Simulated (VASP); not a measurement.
# Mg (P6_3/mmc) in VASP: notebook, part 2 of 2

VASP 6.6.1. Earlier steps stand in the parts before.

## 3. Relaxation of cell and atoms, PBE

This run uses another cell than the first one, of 23.24 Å³/atom.

File INCAR:

```
SYSTEM = Mg
PREC = Accurate
ENCUT = 600
EDIFF = 1E-7
ISMEAR = -1
SIGMA = 0.1
LREAL = .False.
LASPH = .True.
NELM = 120
ALGO = Normal
ISIF = 3
LWAVE = .False.
LCHARG = .False.
GGA = PE
IBRION = 2
NSW = 80
EDIFFG = -0.03
GGA_COMPAT = .False.
NELMIN = 4
```

File KPOINTS:

```
regular mesh
0
Gamma
  8 8 5
  0 0 0
```

File POSCAR:

```
Mg
1.0
    3.2093000000      0.0000000000      0.0000000000
   -1.6046500000      2.7793350000      0.0000000000
    0.0000000000      0.0000000000      5.2103000000
Mg
2
Direct
    0.3333333333      0.6666666667      0.2500000000
    0.6666666667      0.3333333333      0.7500000000
```

Potentials or basis: VASP PAW PBE potentials, release 64 (Mg).

Started as:

```bash
$ cat potpaw_PBE.64/Mg/POTCAR > POTCAR
$ mpirun -np 1 vasp_std > vasp.out
```

OUTCAR:

```text
SYSTEM = Mg
   PREC = Accurate
   ENCUT = 600
   EDIFF = 1E-7
   ISMEAR = -1
   LREAL = .False.
   LASPH = .True.
   NELM = 120
   ISIF = 3
   GGA = PE
   IBRION = 2
   NSW = 80
   EDIFFG = -0.03
   NELMIN = 4

 ion  position               nearest neighbor table
   1  0.333  0.667  0.250-   2 3.20   2 3.20   2 3.20   2 3.20   2 3.20   2 3.20
   2  0.667  0.333  0.750-   1 3.20   1 3.20   1 3.20   1 3.20   1 3.20   1 3.20

  LATTYP: Found a hexagonal cell.
 ALAT       =     3.2093000000
 C/A-ratio  =     1.6235004518

  Lattice vectors:

 A1 = (   3.2093000000,   0.0000000000,   0.0000000000)
 A2 = (  -1.6046500000,   2.7793350000,   0.0000000000)
 A3 = (   0.0000000000,   0.0000000000,   5.2103000000)

Analysis of symmetry for initial positions (statically):
=====================================================================
 Subroutine PRICEL returns:
 Original cell was already a primitive cell.

 Routine SETGRP: Setting up the symmetry group for a
 hexagonal supercell.

 Subroutine GETGRP returns: Found 24 space group operations
 (whereof 12 operations were pure point group operations)
 out of a pool of 24 trial point group operations.

The static configuration has the point symmetry D_3d.
 The point group associated with its full space group is D_6h.

Analysis of symmetry for dynamics (positions and initial velocities):
=====================================================================
 Subroutine PRICEL returns:
 Original cell was already a primitive cell.

 Routine SETGRP: Setting up the symmetry group for a
 hexagonal supercell.

 Subroutine GETGRP returns: Found 24 space group operations
 (whereof 12 operations were pure point group operations)
[... 175 lines left out ...]
     -0.00000      1.85289      1.30258        -0.000000      0.000000      0.000000
      1.60465      0.92644      3.90773         0.000000     -0.000000      0.000000
 -----------------------------------------------------------------------------------
    total drift:                                0.000000     -0.000000      0.000000

  FREE ENERGIE OF THE ION-ELECTRON SYSTEM (eV)
  ---------------------------------------------------
  free  energy   TOTEN  =        -3.0482534995 eV

  energy  without entropy=       -3.0281472369  energy(sigma->0) =       -3.03820037

--------------------------------------- Ionic step        2  -------------------------------------------

 number of electron       4.0000000 magnetization

 Free energy of the ion-electron system (eV)
  ---------------------------------------------------
  ext. energy  EPLUGINS =         0.00000000
  ---------------------------------------------------
  free energy    TOTEN  =        -3.04937128 eV

  energy without entropy =       -3.02934542  energy(sigma->0) =       -3.03935835

 E-fermi :   2.6438     XC(G=0):  -8.4883

 val. band max:        2.6098857693   @ k =   0.2500   0.2500   0.2000
 cond. band min:       2.9093162593   @ k =   0.3750   0.1250   0.4000
 fundamental gap:      0.2994304900
 Fermi energy:         2.6438382764

 k-point     1 :       0.0000    0.0000    0.0000
  band No.  band energies     occupation
      1      -4.2988      2.00000
      2       0.9440      2.00000
      3       1.3861      1.99999
      4      13.5678      0.00000
      5      13.5678      0.00000
      6      13.6802      0.00000
[... 199 lines left out ...]
 k-point    24 :       0.3750    0.0000    0.4000
  band No.  band energies     occupation
      1      -0.7039      2.00000
      2       0.3616      2.00000
      3       4.0041      0.00000
      4       5.0280      0.00000
      5       8.6695      0.00000
      6      10.5129      0.00000

 [... further k-points ...]

------------------------ aborting loop because EDIFF is reached ----------------------------------------

  FORCE on cell =-STRESS in cart. coord.  units (eV):
  Direction    XX          YY          ZZ          XY          YZ          ZX
  --------------------------------------------------------------------------------------
  -------------------------------------------------------------------------------------
  Total       -0.0427572     -0.0427572     -0.0339826      0.0000000      0.0000000     -0.0000000
  in kB       -1.4908068     -1.4908065     -1.1848636      0.0000000      0.0000000     -0.0000000
  external PRESSURE =      -1.3888257 kB  Pullay stress =       0.0000000 kB

 VOLUME and BASIS-vectors are now :
 -----------------------------------------------------------------------------
  energy-cutoff  :      600.00
  volume of cell :       45.95
      direct lattice vectors                 reciprocal lattice vectors
     3.196832757  0.000000000  0.000000000     0.312809607  0.180600732  0.000000000
    -1.598416379  2.768538055  0.000000000     0.000000000  0.361201465  0.000000000
     0.000000000 -0.000000000  5.191926524     0.000000000 -0.000000000  0.192606732

 POSITION                                       TOTAL-FORCE (eV/Angst)
 -----------------------------------------------------------------------------------
     -0.00000      1.84569      1.29798         0.000000     -0.000000     -0.000000
      1.59842      0.92285      3.89394        -0.000000      0.000000      0.000000
 -----------------------------------------------------------------------------------
    total drift:                                0.000000     -0.000000      0.000000

  FREE ENERGIE OF THE ION-ELECTRON SYSTEM (eV)
  ---------------------------------------------------
  free  energy   TOTEN  =        -3.0493712784 eV

  energy  without entropy=       -3.0293454221  energy(sigma->0) =       -3.03935835

 reached required accuracy - stopping structural energy minimisation
```

OSZICAR:

```text
N       E                     dE             d eps       ncg     rms          rms(c)
DAV:   1     0.168765315451E+00    0.16877E+00   -0.13695E+03   360   0.524E+02
DAV:   2    -0.303040955310E+01   -0.31992E+01   -0.29238E+01   516   0.301E+01
DAV:   3    -0.306140863977E+01   -0.30999E-01   -0.30889E-01   468   0.342E+00
DAV:   4    -0.306157522990E+01   -0.16659E-03   -0.16659E-03   552   0.217E-01
DAV:   5    -0.306157646609E+01   -0.12362E-05   -0.12360E-05   498   0.103E-02    0.956E-01
DAV:   6    -0.305563067709E+01    0.59458E-02   -0.65304E-04   462   0.301E-01    0.613E-01
DAV:   7    -0.304824236204E+01    0.73883E-02   -0.25319E-03   414   0.524E-01    0.341E-02
DAV:   8    -0.304825506874E+01   -0.12707E-04   -0.13291E-05   594   0.332E-02    0.760E-03
DAV:   9    -0.304825376750E+01    0.13012E-05   -0.12392E-06   438   0.791E-03    0.628E-04
DAV:  10    -0.304825352208E+01    0.24541E-06   -0.47621E-09   360   0.687E-04    0.121E-04
DAV:  11    -0.304825349947E+01    0.22613E-07   -0.53119E-10   288   0.212E-04
   1 F= -.30482535E+01 E0= -.30382004E+01  d E =-.304825E+01
       N       E                     dE             d eps       ncg     rms          rms(c)
DAV:   1    -0.304938263344E+01   -0.11291E-02   -0.47102E-03   456   0.439E-01    0.218E-02
DAV:   2    -0.304937613418E+01    0.64993E-05   -0.15734E-05   450   0.334E-02    0.140E-02
DAV:   3    -0.304937154545E+01    0.45887E-05   -0.15382E-06   462   0.109E-02    0.651E-04
DAV:   4    -0.304937140153E+01    0.14392E-06   -0.16121E-08   300   0.106E-03    0.349E-04
DAV:   5    -0.304937126933E+01    0.13219E-06   -0.57730E-09   258   0.589E-04    0.123E-05
DAV:   6    -0.304937127836E+01   -0.90323E-08   -0.23642E-10   252   0.127E-04
   2 F= -.30493713E+01 E0= -.30393584E+01  d E =-.111778E-02
```

Run time: 32 s. Hardware: 1 thread of Intel Xeon 8259CL, shared host; peak memory 0.18 GiB.

Results:

```yaml
Free_energy: -3.0494 eV
Relaxed_volume: 22.98 Å³/atom
Relaxed_cell: a = 3.197 Å, b = 3.197 Å, c = 5.192 Å, α = 90.00°, β = 90.00°, γ = 120.00°
Space_group_after_relaxing_to_0.1_Å: P6_3/mmc (No. 194)
Energy_gained_by_relaxing: 0.6 meV/atom
Ionic_steps: 2
Pressure_after_relaxing: -0.1 GPa
Band_gap_on_the_k_mesh: zero (bands 2 and 3 overlap by 2.24 eV)
```

The path:
```tsv
step	energy change (eV)	largest force (eV/Å)	pressure (GPa)	volume (Å³)
1	0.0000	0.0000	-0.54	46.47
2	-0.0011	0.0000	-0.14	45.95
```

Final structure:
```xyz
2
Lattice="3.1968 0.0000 0.0000 -1.5984 2.7685 0.0000 0.0000 0.0000 5.1919" Properties=species:S:1:pos:R:3 pbc="T T T"
Mg    0.0000    1.8457    1.2980
Mg    1.5984    0.9228    3.8939
```

The gap in the log of VASP goes by the Fermi energy; the results here count the filled bands.